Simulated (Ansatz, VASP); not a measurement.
H2CO2 in VASP and in Ansatz

```
O C H
1.0
     7.38766    0.00000    0.00000
     0.00000    7.38766    0.00000
     0.00000    0.00000    7.38766
O C H
16 8 16
Cartesian
  3.8215 4.7316 5.4929
  5.3728 3.9531 4.0378
  0.4200 4.6436 2.3774
  1.4495 5.1386 4.3256
  2.1215 6.2328 1.1410
  2.3758 7.3299 -0.7870
  3.3183 1.5689 4.8576
  3.6296 -0.2398 3.5226
  5.5940 7.2387 6.1658
  6.9835 6.5430 7.7842
  5.9336 0.8532 2.0497
  5.8258 2.0489 0.1492
  1.5161 3.7392 6.8133
  3.0359 2.6260 8.0687
  -0.2841 1.2938 4.6149
  0.8922 2.1742 2.9185
  4.9327 4.0580 5.1670
  0.7505 5.4384 3.3712
  2.8052 6.9768 0.3094
  3.5224 0.9595 3.6887
  6.5171 6.4549 6.6369
  5.7770 1.9817 1.3773
  1.9187 2.7342 7.6029
  0.5963 2.1351 4.1107
  3.3649 5.1195 4.6912
  5.4030 3.6217 6.0653
  0.8133 3.7276 2.5454
  0.3195 6.4504 3.2423
  1.1909 6.1145 0.7805
  3.7937 7.2301 0.7154
  3.1205 0.8654 5.5623
  3.5859 1.7073 2.8734
  5.5914 8.1075 6.7270
  6.8837 5.6929 5.9412
  6.2814 0.1307 1.4110
  5.5786 2.8532 2.0194
  2.3274 4.2586 6.5450
  1.0845 2.0148 7.7630
  -0.7741 0.8830 3.8589
  1.0319 2.7940 4.8686
```

Alike in both runs: functional PBE; dispersion D3(BJ); k mesh 1 × 1 × 1; occupations fermi-dirac, width 0.02 eV; no spin polarisation.

Ansatz relaxed the structure, and its values are those at the end. VASP's run is a single point on that final structure, the one shown.

|  | VASP | Ansatz |
| --- | --- | --- |
| version | VASP 6.6.1 | Ansatz 0.2.0 |
| potentials or method | VASP PAW PBE potentials, release 64 (O_h, C_h, H_h), cutoff 910 eV | scalar-relativistic, plane waves, PAW |
| valence electrons in the cell | 144 | 144 |

```tsv
	VASP	Ansatz	Ansatz less VASP
rms of the force components (eV/Å)	0.094	0.094	-0.0002
```

Noted on VASP's run: the cutoff is short for stress, so the pressure is rough.
